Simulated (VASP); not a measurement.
# Si8O in VASP: single point with PBE

Aim: the single point of Si8O with PBE.

All numbers are computed with VASP 6.6.1; they aren't measurements. Logs are shortened: lines on timing, memory, paths and dates and some standing lists are left out, and cuts for length are marked.

### 1 The cell of the first run

The cell holds a slab with vacuum, 9 atoms: a = 3.851 Å, b = 6.365 Å, c = 19.753 Å, α = 90.00°, β = 90.00°, γ = 90.00°.

### 2 Single point, PBE, collinear spin, ferromagnetic start

INCAR reads:

```
SYSTEM = Si8O
PREC     = Accurate       ! precision mode
ENCUT    = 520            ! plane-wave cutoff, eV
EDIFF    = 1E-6           ! SCF threshold, eV
ISMEAR   = 0              ! smearing method
SIGMA    = 0.05           ! smearing width, eV
LREAL    = .FALSE.        ! projectors in reciprocal space
LASPH    = .TRUE.         ! aspherical terms in the spheres
NELM     = 150            ! most SCF steps
ALGO     = Normal         ! electronic algorithm
ISIF     = 2              ! what is computed and relaxed
LWAVE    = .FALSE.        ! write WAVECAR
LCHARG   = .FALSE.        ! write CHGCAR
ISPIN    = 2              ! spin polarisation
MAGMOM   = 0 0 0 0 0 0 0 0 2 ! initial moments
LORBIT   = 11             ! projections on sites
LDIPOL   = .TRUE.       
IDIPOL   = 3            
DIPOL    = 0.5 0.5 0.332
GGA      = PE             ! functional
NBANDS   = 33             ! bands
```

KPOINTS reads:

```
Automatic mesh
0
G
  7 4 1
  0 0 0
```

POSCAR reads:

```
Si8O
1.0
    3.8510821816      0.0000000000      0.0000000000
    0.0000000000      6.3646812169      0.0000000000
    0.0000000000      0.0000000000     19.7525434844
Si O
8 1
Direct
    0.0000000000      0.9370679252      0.2025055661
    0.0000000000      0.5629320748      0.2025055661
    0.5000000000      0.4370679252      0.2587875162
    0.5000000000      0.0629320748      0.2587875162
    0.5000000000      0.9333044677      0.3720589469
    0.5000000000      0.5666955323      0.3720589469
    0.0000000000      0.4259907537      0.4177964975
    0.0000000000      0.0740092463      0.4177964975
    0.0000000000      0.9259907537      0.4831597254
```

Potentials or basis: VASP PAW PBE potentials, release 64 (Si, O).

Run with:

```bash
> cat potpaw_PBE.64/Si/POTCAR potpaw_PBE.64/O/POTCAR > POTCAR
> mpirun -np 1 vasp_std > vasp.out
```

OUTCAR:

```text
SYSTEM = Si8O
   PREC = Accurate
   ENCUT = 520
   EDIFF = 1E-6
   ISMEAR = 0
   LREAL = .FALSE.
   LASPH = .TRUE.
   NELM = 150
   ISIF = 2
   ISPIN = 2
   LORBIT = 11
   GGA = PE

 ion  position               nearest neighbor table
   1  0.000  0.937  0.203-   4 2.36   4 2.36   2 2.38
   2  0.000  0.563  0.203-   3 2.36   3 2.36   1 2.38
   3  0.500  0.437  0.259-   2 2.36   2 2.36   4 2.38   6 2.38
   4  0.500  0.063  0.259-   1 2.36   1 2.36   3 2.38   5 2.38
   5  0.500  0.933  0.372-   8 2.31   8 2.31   6 2.33   4 2.38
   6  0.500  0.567  0.372-   7 2.31   7 2.31   5 2.33   3 2.38
   7  0.000  0.426  0.418-   8 2.24   6 2.31   6 2.31
   8  0.000  0.074  0.418-   9 1.60   7 2.24   5 2.31   5 2.31
   9  0.000  0.926  0.483-   8 1.60

  LATTYP: Found a simple orthorhombic cell.
 ALAT       =     3.8510821816
 B/A-ratio  =     1.6526994016
 C/A-ratio  =     5.1290890594

  Lattice vectors:

 A1 = (   3.8510821816,   0.0000000000,   0.0000000000)
 A2 = (   0.0000000000,   6.3646812169,   0.0000000000)
 A3 = (   0.0000000000,   0.0000000000,  19.7525434844)

Analysis of symmetry for initial positions (statically):
=====================================================================
 Subroutine PRICEL returns:
 Original cell was already a primitive cell.

 Routine SETGRP: Setting up the symmetry group for a
 simple orthorhombic supercell.

 Subroutine GETGRP returns: Found  2 space group operations
 (whereof  2 operations were pure point group operations)
 out of a pool of  8 trial point group operations.

The static configuration has the point symmetry C_1h.

Analysis of symmetry for dynamics (positions and initial velocities):
=====================================================================
 Subroutine PRICEL returns:
 Original cell was already a primitive cell.

 Routine SETGRP: Setting up the symmetry group for a
 simple orthorhombic supercell.

 Subroutine GETGRP returns: Found  2 space group operations
 (whereof  2 operations were pure point group operations)
 out of a pool of  8 trial point group operations.

The dynamic configuration has the point symmetry C_1h.

Analysis of structural, dynamic, and magnetic symmetry:
=====================================================================
 Subroutine PRICEL returns:
 Original cell was already a primitive cell.

 Routine SETGRP: Setting up the symmetry group for a
 simple orthorhombic supercell.

 Subroutine GETGRP returns: Found  2 space group operations
 (whereof  2 operations were pure point group operations)
 out of a pool of  8 trial point group operations.

The overall configuration has the point symmetry C_1h.

 Subroutine INISYM returns: Found  2 space group operations
 (whereof  2 operations are pure point group operations),
 and found     1 'primitive' translations

----------------------------------------------------------------------------------------

                                     Primitive cell

  volume of cell :     484.1528

  direct lattice vectors                    reciprocal lattice vectors
     3.851082182  0.000000000  0.000000000     0.259667271  0.000000000  0.000000000
     0.000000000  6.364681217  0.000000000     0.000000000  0.157117060  0.000000000
     0.000000000  0.000000000 19.752543484     0.000000000  0.000000000  0.050626392

  length of vectors
     3.851082182  6.364681217 19.752543484     0.259667271  0.157117060  0.050626392

  position of ions in fractional coordinates (direct lattice)
     0.000000000  0.937067925  0.202505566
     0.000000000  0.562932075  0.202505566
     0.500000000  0.437067925  0.258787516
     0.500000000  0.062932075  0.258787516
     0.500000000  0.933304468  0.372058947
     0.500000000  0.566695532  0.372058947
     0.000000000  0.425990754  0.417796497
     0.000000000  0.074009246  0.417796497
     0.000000000  0.925990754  0.483159725

  ion indices of the primitive-cell ions
   primitive index   ion index
                 1           1
                 2           2
                 3           3
                 4           4
                 5           5
                 6           6
                 7           7
                 8           8
                 9           9

----------------------------------------------------------------------------------------

 KPOINTS: Automatic mesh

Automatic generation of k-mesh.
 Grid dimensions read from file:
[... 24 lines left out ...]
  0.285714  0.000000  0.000000      2.000000
  0.428571  0.000000  0.000000      2.000000
  0.000000  0.250000  0.000000      2.000000
  0.142857  0.250000  0.000000      4.000000
  0.285714  0.250000  0.000000      4.000000
  0.428571  0.250000  0.000000      4.000000
  0.000000  0.500000  0.000000      1.000000
  0.142857  0.500000  0.000000      2.000000
  0.285714  0.500000  0.000000      2.000000
  0.428571  0.500000  0.000000      2.000000
   k-points           NKPTS =     12   k-points in BZ     NKDIM =     12   number of bands    NBANDS=     33
   number of dos      NEDOS =    301   number of ions     NIONS =      9
   total plane-waves  NPLWV = 216000
   dimension x,y,z NGX =    30 NGY =   48 NGZ =  150
   dimension x,y,z NGXF=    60 NGYF=   96 NGZF=  300
   ions per type =               8   1
   NGX,Y,Z   is equivalent  to a cutoff of  12.95, 12.54, 12.62 a.u.
   NGXF,Y,Z  is equivalent  to a cutoff of  25.90, 25.08, 25.25 a.u.
 SYSTEM =  Si8O
   PREC   = accura    normal or accurate (medium, high low for compatibility)
   ISTART =      0    job   : 0-new  1-cont  2-samecut
   ICHARG =      2    charge: 1-file 2-atom 10-const
   ISPIN  =      2    spin polarized calculation?
   LNONCOLLINEAR =      F non collinear calculations
   LSORBIT =      F    spin-orbit coupling
   LASPH  =      T    aspherical Exc in radial PAW
   ENCUT  =  520.0 eV  38.22 Ry    6.18 a.u.   7.16 11.83 36.73*2*pi/ulx,y,z
   NELM   =    150;   NELMIN=  2; NELMDL= -5     # of ELM steps
   EDIFF  = 0.1E-05   stopping-criterion for ELM
   LREAL  =      F    real-space projection
   EDIFFG = 0.1E-04   stopping-criterion for IOM
   NSW    =      0    number of steps for IOM
   IBRION =     -1    ionic relax: 0-MD 1-quasi-New 2-CG
   NFREE  =      0    steps in history (QN), initial steepest desc. (CG)
   ISIF   =      2    stress and relaxation
   ISYM   =      2    0-nonsym 1-usesym 2-fastsym
   POTIM  = 0.5000    time-step for ionic-motion
   TEBEG  =    0.0;   TEEND  =   0.0 temperature during run
   PSTRESS=    0.0 pullay stress
   NELECT =      38.0000    total number of electrons
   NUPDOWN=      -1.0000    fix difference up-down
   EMIN   =  10.00;   EMAX   =-10.00  energy-range for DOS
   EFERMI =   0.00;   METHOD = LEGACY
   ISMEAR =     0;   SIGMA  =   0.05  broadening in eV -4-tet -1-fermi 0-gaus
   EFERMI_NEDOS =   21; number of points for ismear=-14 and -15
   IALGO  =     38    algorithm
   IMIX   =      4    mixing-type and parameters
     AMIX     =   0.40;   BMIX     =  1.00
     AMIX_MAG =   1.60;   BMIX_MAG =  1.00
  volume/ion in A,a.u.               =      53.79       363.02
  Fermi-wavevector in a.u.,A,eV,Ry     =   0.700931  1.324567  6.684598  0.491304
  Thomas-Fermi vector in A             =   1.785219
   LORBIT       =     11    0 simple, 1 ext, 2 COOP (PROOUT), +10 PAW based schemes
   GGA     = PE    functional components
   LHFCALC =     F    Hartree Fock is set to
   AEXX    =    0.0000 exact exchange contribution
   IVDW    =     0    specifies the selected vdW correction
   LEPSILON=     F    determine dielectric tensor
   LRPA    =     F    only Hartree local field effects (RPA)
 spin polarized calculation
 Gauss-broadening in eV      SIGMA  =   0.05
  energy-cutoff  :      520.00
  volume of cell :      484.15
 maximum number of plane-waves:     13082
 NGX is ok and might be reduce to    30
   NGX = 15   NGY = 23   NGZ = 73

 dipolmoment           0.000000      0.000000     -0.158507 electrons x Angstroem

 number of electron      37.9999999 magnetization       0.2687852

 dipolmoment           0.000000      0.000000      0.268587 electrons x Angstroem

 Free energy of the ion-electron system (eV)
  ---------------------------------------------------
  ext. energy  EPLUGINS =         0.00000000
  ---------------------------------------------------
  free energy    TOTEN  =       -45.85452161 eV

  energy without entropy =      -45.85204031  energy(sigma->0) =      -45.85328096

 E-fermi :  -1.9610     XC(G=0):  -4.0006

 val. band max:       -1.9900199567   @ k =   0.4286   0.5000   0.0000
 cond. band min:      -1.9491175108   @ k =   0.0000   0.5000   0.0000
 fundamental gap:      0.0409024459
 Fermi energy:        -1.9609785315

 spin component 1

 k-point     1 :       0.0000    0.0000    0.0000
  band No.  band energies     occupation
      1     -19.1970      1.00000
      2     -13.2210      1.00000
      3     -11.9588      1.00000
      4     -10.8875      1.00000
      5      -9.5719      1.00000
      6      -9.0088      1.00000
[... 397 lines left out ...]
     30       3.1971      0.00000
     31       3.3903      0.00000
 Fermi energy:        -1.9609785315

 spin component 2

 k-point     1 :       0.0000    0.0000    0.0000
  band No.  band energies     occupation
      1     -19.1722      1.00000
      2     -13.1915      1.00000
      3     -11.9244      1.00000
      4     -10.8712      1.00000
      5      -9.5308      1.00000
      6      -8.9709      1.00000
[... 397 lines left out ...]
     30       3.2186      0.00000
     31       3.4069      0.00000
 [bands above 31 left out]

------------------------ aborting loop because EDIFF is reached ----------------------------------------

 vacuum level on the upper side and lower side of the slab       (xc-potential included)         0.990        -0.944

  FORCE on cell =-STRESS in cart. coord.  units (eV):
  Direction    XX          YY          ZZ          XY          YZ          ZX
  --------------------------------------------------------------------------------------
  -------------------------------------------------------------------------------------
  Total        1.9163854      1.1890423      0.9453320      0.0000000      0.6205499      0.0000000
  in kB        6.3417770      3.9348249      3.1283295      0.0000000      2.0535479      0.0000000
  external PRESSURE =       4.4683104 kB  Pullay stress =       0.0000000 kB

 VOLUME and BASIS-vectors are now :
 -----------------------------------------------------------------------------
  energy-cutoff  :      520.00
  volume of cell :      484.15
      direct lattice vectors                 reciprocal lattice vectors
     3.851082182  0.000000000  0.000000000     0.259667271  0.000000000  0.000000000
     0.000000000  6.364681217  0.000000000     0.000000000  0.157117060  0.000000000
     0.000000000  0.000000000 19.752543484     0.000000000  0.000000000  0.050626392

 POSITION                                       TOTAL-FORCE (eV/Angst)
 -----------------------------------------------------------------------------------
      0.00000      5.96414      4.00000         0.000000     -0.674347      0.810862
      0.00000      3.58288      4.00000         0.000000      0.485156      0.266505
      1.92554      2.78180      5.11171         0.000000     -0.056268     -0.787321
      1.92554      0.40054      5.11171         0.000000      0.025490     -0.587576
      1.92554      5.94019      7.34911         0.000000     -0.019869     -1.311151
      1.92554      3.60684      7.34911         0.000000      0.287127      0.169219
      0.00000      2.71130      8.25254         0.000000      1.259038      0.037897
      0.00000      0.47105      8.25254         0.000000     -1.274823      1.243153
      0.00000      5.89364      9.54363         0.000000     -0.031504      0.158412
 -----------------------------------------------------------------------------------
    total drift:                               -0.000000     -0.000173     -0.000258

  FREE ENERGIE OF THE ION-ELECTRON SYSTEM (eV)
  ---------------------------------------------------
  free  energy   TOTEN  =       -45.8545216123 eV

  energy  without entropy=      -45.8520403115  energy(sigma->0) =      -45.85328096

 vacuum level on the upper side and lower side of the slab         4.843         2.865

 total charge

# of ion       s       p       d       tot
------------------------------------------
    1        0.800   0.823   0.000   1.623
    2        0.793   0.838   0.000   1.631
    3        0.766   0.886   0.000   1.652
    4        0.763   0.898   0.000   1.662
    5        0.790   0.904   0.000   1.694
    6        0.760   0.930   0.000   1.690
    7        0.810   0.870   0.000   1.680
    8        0.751   0.984   0.000   1.735
    9        1.593   3.373   0.000   4.966
--------------------------------------------------
tot          7.827  10.506   0.000  18.333

 magnetization (x)

# of ion       s       p       d       tot
------------------------------------------
    1        0.008   0.037   0.000   0.044
    2       -0.006  -0.036   0.000  -0.041
    3        0.002   0.001   0.000   0.003
    4       -0.000   0.004   0.000   0.004
    5        0.001   0.006   0.000   0.007
    6       -0.001  -0.007   0.000  -0.009
    7        0.010   0.061   0.000   0.071
    8        0.001   0.002   0.000   0.003
    9        0.000   0.014   0.000   0.014
--------------------------------------------------
tot          0.014   0.082   0.000   0.096
```

Run time: 14 min. Hardware: 1 thread of Intel Xeon Platinum 8259CL at 2.50GHz (Skylake/Cascade Lake), shared host; peak memory 0.82 GiB.

What came out:

- Free energy: -45.8545 eV
- Largest force: 1.781 eV/Å
- Net moment: 0.27 μB per cell
- Site moments: Si +0.04, -0.04, +0.00, +0.01, -0.01, +0.07 (each value once); O +0.01 μB
- Valence electrons inside the program's atomic spheres: Si 1.62, 1.63, 1.65, 1.66, 1.69, 1.68, 1.74 (each value once); O 4.97

Forces on the atoms (eV/Å):
```
Si   0.000 -0.674  0.811
Si   0.000  0.485  0.267
Si   0.000 -0.056 -0.787
Si   0.000  0.025 -0.588
Si   0.000 -0.020 -1.311
Si   0.000  0.287  0.169
Si   0.000  1.259  0.038
Si   0.000 -1.275  1.243
O    0.000 -0.032  0.158
```
